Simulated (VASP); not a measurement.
# Na: single point with LDA

Na:

```
Na
1.0
    -1.95912    1.67949    2.41498
     1.67949   -1.95912    2.41498
     1.75999    1.75999   -2.61411
Na
1
Direct
  0.00000 0.00000 0.00000
```

```
Program                : VASP 6.6.1
Task                   : single point
Functional             : LDA
Potentials or basis    : VASP PAW LDA potentials, release 64 (Na_pv)
Cutoff                 : 520 eV
k mesh                 : 18 × 18 × 18
Occupations            : gaussian, width 0.15 eV
Spin                   : no spin polarisation
Dipole correction      : no
Further INCAR settings : ALGO = Fast; EDIFF = 1e-06; NBANDS = 10
```

- Pressure: 2.0 GPa
- Band gap on the k mesh: zero (an odd number of electrons rules out a gap without spin polarisation)

Stress tensor (GPa, compression positive):
```
1.81 0.42 1.38
0.42 1.81 1.38
1.38 1.38 2.40
```

Levels at points of the mesh, in eV from the Fermi level:
```
           k point  band 1  band 2  band 3  band 4  band 5  band 6  band 7
(0.00, 0.00, 0.00)  -24.84  -24.84  -24.83   -3.92   11.00   12.15   12.74
(0.50, 0.00, 0.00)  -24.98  -24.86  -24.84    1.17    1.85   10.58   11.39
(0.50, 0.50, 0.00)  -24.92  -24.87  -24.84    1.36    2.02    7.08    7.21
(0.00, 0.00, 0.50)  -24.97  -24.87  -24.86    2.93    3.36    6.57    7.91
(0.50, 0.00, 0.50)  -24.91  -24.85  -24.83    0.16    0.65   10.47   11.33
(0.50, 0.50, 0.50)  -24.97  -24.86  -24.85    2.23    2.80    7.18    8.64
```

Wall time 2.7 min on 1 thread of Intel(R) Xeon(R) 6975P-C (Granite Rapids), on a shared host, peak memory 0.42 GiB.
